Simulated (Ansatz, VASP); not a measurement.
**Two plane-wave programs on Au**

```
CELL_PARAMETERS angstrom
-1.69426 1.69426 1.69426
1.69426 -1.69426 1.69426
1.69426 1.69426 -1.69426
ATOMIC_POSITIONS crystal
Au 0.00000 0.00000 0.00000
```

Alike in both runs: task single point; functional PBE; k mesh 22 × 22 × 22; occupations fermi-dirac, width 0.1 eV; no spin polarisation.

|  | VASP | Ansatz |
| --- | --- | --- |
| version | VASP 6.6.1 | Ansatz 0.2.0 |
| potentials or method | VASP PAW PBE potentials, release 64 (Au), cutoff 520 eV | plane waves (420 eV) with PAW, scalar-relativistic |
| valence electrons in the cell | 11 | 19 |

```csv
,VASP,Ansatz,Ansatz less VASP
pressure (GPa),-8.4,-8.3,+0.14
```

VASP's potentials hold 11 valence electrons a cell and Ansatz's 19, so a difference there can come from the potentials and not from the codes.

Neither program's run includes spin-orbit coupling.
